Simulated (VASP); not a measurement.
# FeSi (P2_13) in VASP: notebook

The runs below take FeSi through single point, with r2SCAN.

All numbers are computed with VASP 6.6.1; they aren't measurements. Logs are shortened: lines on timing, memory, paths and dates and some standing lists are left out, and cuts for length are marked.

### Step 1. The cell of the first run

The structure is cubic, space group P2_13 (No. 198). Conventional cell: a = 3.946 Å, b = 3.946 Å, c = 3.946 Å, α = 90.00°, β = 90.00°, γ = 90.00°. Within 2.7 Å of Fe (site symmetry 3) lie 7 Si at 2.05 to 2.17 Å and 6 Fe at 2.43 Å. Within 2.7 Å of Si (site symmetry 3) lie 7 Fe at 2.05 to 2.17 Å and 6 Si at 2.44 Å.

### Step 2. Single point, r2SCAN (7.68 Å³/atom)

POSCAR

```
FeSi
1.0
    3.9463905743      0.0000000000      0.0000000000
    0.0000000000      3.9463905743      0.0000000000
    0.0000000000      0.0000000000      3.9463905743
Fe Si
4 4
Direct
    0.1444216102      0.1444216102      0.1444216102
    0.3555783898      0.8555783898      0.6444216102
    0.6444216102      0.3555783898      0.8555783898
    0.8555783898      0.6444216102      0.3555783898
    0.8447626693      0.8447626693      0.8447626693
    0.6552373307      0.1552373307      0.3447626693
    0.3447626693      0.6552373307      0.1552373307
    0.1552373307      0.3447626693      0.6552373307
```

INCAR.step1

```
ALGO     = Normal         # electronic algorithm
EDIFF    = 1E-4           # SCF threshold, eV
ENCUT    = 520            # plane-wave cutoff, eV
GGA      = PE             # functional
ISMEAR   = 0              # smearing method
LASPH    = True           # aspherical terms in the spheres
LCHARG   = False          # write CHGCAR
LREAL    = False          # projectors in reciprocal space
LWAVE    = True           # write WAVECAR
NBANDS   = 34             # bands
NELM     = 80             # most SCF steps
PREC     = Accurate       # precision mode
SIGMA    = 0.05           # smearing width, eV
```

INCAR.step2

```
ALGO     = Normal         # electronic algorithm
EDIFF    = 1E-6           # SCF threshold, eV
ENCUT    = 520            # plane-wave cutoff, eV
ISIF     = 2              # what is computed and relaxed
ISMEAR   = 0              # smearing method
ISTART   = 1            
LASPH    = True           # aspherical terms in the spheres
LCHARG   = False          # write CHGCAR
LMIXTAU  = True         
LREAL    = False          # projectors in reciprocal space
LWAVE    = False          # write WAVECAR
METAGGA  = R2SCAN         # meta-GGA
NBANDS   = 34             # bands
NELM     = 80             # most SCF steps
PREC     = Accurate       # precision mode
SIGMA    = 0.05           # smearing width, eV
```

KPOINTS

```
k-points
0
Gamma
  8 8 8
```

Potentials or basis: VASP PAW PBE potentials, release 64 (Fe, Si).

Command:

```bash
> cat potpaw_PBE.64/Fe/POTCAR potpaw_PBE.64/Si/POTCAR > POTCAR
> cp INCAR.step1 INCAR
> mpirun -np 1 vasp_std > vasp.out
> cp INCAR.step2 INCAR
> mpirun -np 1 vasp_std > vasp.out
```

OUTCAR:

```text
EDIFF = 1E-6
   ENCUT = 520
   ISIF = 2
   ISMEAR = 0
   ISTART = 1
   LASPH = True
   LREAL = False
   METAGGA = R2SCAN
   NELM = 80
   PREC = Accurate

 ion  position               nearest neighbor table
   1  0.144  0.144  0.144-   5 2.05   6 2.09   7 2.09   8 2.09   7 2.17   8 2.17   6 2.17   3 2.43
                             4 2.43   2 2.43   2 2.43   4 2.43   3 2.43
   2  0.356  0.856  0.644-   6 2.05   5 2.09   7 2.09   8 2.09   7 2.17   8 2.17   5 2.17   1 2.43
                             1 2.43   3 2.43   3 2.43   4 2.43   4 2.43
   3  0.644  0.356  0.856-   7 2.05   6 2.09   5 2.09   8 2.09   8 2.17   6 2.17   5 2.17   1 2.43
                             4 2.43   2 2.43   2 2.43   4 2.43   1 2.43
   4  0.856  0.644  0.356-   8 2.05   6 2.09   7 2.09   5 2.09   6 2.17   5 2.17   7 2.17   1 2.43
                             3 2.43   2 2.43   1 2.43   2 2.43   3 2.43
   5  0.845  0.845  0.845-   1 2.05   2 2.09   3 2.09   4 2.09   3 2.17   4 2.17   2 2.17   6 2.44
                             8 2.44   6 2.44   8 2.44   7 2.44   7 2.44
   6  0.655  0.155  0.345-   2 2.05   1 2.09   3 2.09   4 2.09   3 2.17   4 2.17   1 2.17   5 2.44
                             5 2.44   7 2.44   7 2.44   8 2.44   8 2.44
   7  0.345  0.655  0.155-   3 2.05   2 2.09   1 2.09   4 2.09   4 2.17   2 2.17   1 2.17   6 2.44
                             8 2.44   8 2.44   6 2.44   5 2.44   5 2.44
   8  0.155  0.345  0.655-   4 2.05   2 2.09   3 2.09   1 2.09   2 2.17   1 2.17   3 2.17   5 2.44
                             7 2.44   5 2.44   7 2.44   6 2.44   6 2.44

  LATTYP: Found a simple cubic cell.
 ALAT       =     3.9463905743

  Lattice vectors:

 A1 = (   3.9463905743,   0.0000000000,   0.0000000000)
 A2 = (   0.0000000000,   3.9463905743,   0.0000000000)
 A3 = (   0.0000000000,   0.0000000000,   3.9463905743)

Analysis of symmetry for initial positions (statically):
=====================================================================
 Subroutine PRICEL returns:
 Original cell was already a primitive cell.

 Routine SETGRP: Setting up the symmetry group for a
 simple cubic supercell.

 Subroutine GETGRP returns: Found 12 space group operations
 (whereof  3 operations were pure point group operations)
 out of a pool of 48 trial point group operations.

The static configuration has the point symmetry C_3 .
 The point group associated with its full space group is T   .

Analysis of symmetry for dynamics (positions and initial velocities):
=====================================================================
 Subroutine PRICEL returns:
[... 130 lines left out ...]
   POTIM  = 0.5000    time-step for ionic-motion
   TEBEG  =    0.0;   TEEND  =   0.0 temperature during run
   PSTRESS=    0.0 pullay stress
   NELECT =      48.0000    total number of electrons
   NUPDOWN=      -1.0000    fix difference up-down
   EMIN   =  10.00;   EMAX   =-10.00  energy-range for DOS
   EFERMI =   0.00;   METHOD = LEGACY
   ISMEAR =     0;   SIGMA  =   0.05  broadening in eV -4-tet -1-fermi 0-gaus
   EFERMI_NEDOS =   21; number of points for ismear=-14 and -15
   IALGO  =     38    algorithm
   IMIX   =      4    mixing-type and parameters
     AMIX     =   0.40;   BMIX     =  1.00
     AMIX_MAG =   1.60;   BMIX_MAG =  1.00
  volume/ion in A,a.u.               =       7.68        51.84
  Fermi-wavevector in a.u.,A,eV,Ry     =   1.507608  2.848967 30.924447  2.272883
  Thomas-Fermi vector in A             =   2.618172
   LORBIT       =      0    0 simple, 1 ext, 2 COOP (PROOUT), +10 PAW based schemes
   METAGGA = R2SCAN    functional components
   LHFCALC =     F    Hartree Fock is set to
   AEXX    =    0.0000 exact exchange contribution
   IVDW    =     0    specifies the selected vdW correction
   LEPSILON=     F    determine dielectric tensor
   LRPA    =     F    only Hartree local field effects (RPA)
 non-spin polarized calculation
 Gauss-broadening in eV      SIGMA  =   0.05
  energy-cutoff  :      520.00
  volume of cell :       61.46
 maximum number of plane-waves:      1675
 NGX is ok and might be reduce to    30
   NGX = 15   NGY = 15   NGZ = 15

 number of electron      47.9999976 magnetization

 Free energy of the ion-electron system (eV)
  ---------------------------------------------------
  ext. energy  EPLUGINS =         0.00000000
  ---------------------------------------------------
  free energy    TOTEN  =       -85.23521382 eV

  energy without entropy =      -85.23521362  energy(sigma->0) =      -85.23521372

 E-fermi :  15.1685     XC(G=0): -15.9156

 val. band max:       15.0249376744   @ k =   0.3750   0.0000   0.0000
 cond. band min:      15.3260481906   @ k =   0.3750   0.1250   0.0000
 fundamental gap:      0.3011105162
 Fermi energy:        15.1684976141

 k-point     1 :       0.0000    0.0000    0.0000
  band No.  band energies     occupation
      1      -2.1095      2.00000
      2       4.6954      2.00000
      3       4.6954      2.00000
      4       4.6954      2.00000
      5       7.9367      2.00000
      6       7.9367      2.00000
[... 877 lines left out ...]
     33      21.8754      0.00000
     34      22.4779      0.00000

 [... further k-points ...]

------------------------ aborting loop because EDIFF is reached ----------------------------------------

  FORCE on cell =-STRESS in cart. coord.  units (eV):
  Direction    XX          YY          ZZ          XY          YZ          ZX
  --------------------------------------------------------------------------------------
  -------------------------------------------------------------------------------------
  Total       65.8469992     65.8469992     65.8469992      0.0000000      0.0000000      0.0000000
  in kB     1716.5101467   1716.5101467   1716.5101467      0.0000000      0.0000000      0.0000000
  external PRESSURE =    1716.5101467 kB  Pullay stress =       0.0000000 kB

 VOLUME and BASIS-vectors are now :
 -----------------------------------------------------------------------------
  energy-cutoff  :      520.00
  volume of cell :       61.46
      direct lattice vectors                 reciprocal lattice vectors
     3.946390574  0.000000000  0.000000000     0.253396105  0.000000000  0.000000000
     0.000000000  3.946390574  0.000000000     0.000000000  0.253396105  0.000000000
     0.000000000  0.000000000  3.946390574     0.000000000  0.000000000  0.253396105

 POSITION                                       TOTAL-FORCE (eV/Angst)
 -----------------------------------------------------------------------------------
      0.56994      0.56994      0.56994         0.042208      0.042208      0.042208
      1.40325      3.37645      2.54314        -0.042208     -0.042208      0.042208
      2.54314      1.40325      3.37645         0.042208     -0.042208     -0.042208
      3.37645      2.54314      1.40325        -0.042208      0.042208     -0.042208
      3.33376      3.33376      3.33376         0.002757      0.002757      0.002757
      2.58582      0.61263      1.36057        -0.002757     -0.002757      0.002757
      1.36057      2.58582      0.61263         0.002757     -0.002757     -0.002757
      0.61263      1.36057      2.58582        -0.002757      0.002757     -0.002757
 -----------------------------------------------------------------------------------
    total drift:                               -0.000001     -0.000001     -0.000000

  FREE ENERGIE OF THE ION-ELECTRON SYSTEM (eV)
  ---------------------------------------------------
  free  energy   TOTEN  =       -85.2352138213 eV

  energy  without entropy=      -85.2352136194  energy(sigma->0) =      -85.23521372
```

It took 3.2 min on 1 thread of AMD EPYC 9R45 (Zen 5), shared host; peak memory 0.18 GiB.

Results:

```
Free energy            : -85.2352 eV
Pressure               : 171.7 GPa
Largest force          : 0.073 eV/Å
Band gap on the k mesh : 0.30 eV (least direct gap 0.33 eV)
```

Forces on the atoms (eV/Å):
```
Fe   0.042  0.042  0.042
Fe  -0.042 -0.042  0.042
Fe   0.042 -0.042 -0.042
Fe  -0.042  0.042 -0.042
Si   0.003  0.003  0.003
Si  -0.003 -0.003  0.003
Si   0.003 -0.003 -0.003
Si  -0.003  0.003 -0.003
```

Levels at points of the mesh, in eV from the valence-band top:
| k point | band 22 | band 23 | band 24 | band 25 | band 26 | band 27 |
| --- | --- | --- | --- | --- | --- | --- |
| (0.00, 0.00, 0.00) | -0.62 | -0.27 | -0.27 | 1.21 | 1.21 | 1.21 |
| (0.50, 0.00, 0.00) | -0.86 | -0.04 | -0.04 | 0.37 | 0.37 | 2.79 |
| (0.50, 0.50, 0.00) | -1.69 | -0.76 | -0.76 | 1.14 | 1.14 | 2.31 |
| (0.50, 0.50, 0.50) | -1.35 | -1.35 | -1.35 | 0.98 | 0.98 | 0.98 |

Caveat: the cell stands under pressure; the PAW data sets were made with another functional, which shifts forces and pressure a little.

(Part 1 of 2 ends here.)
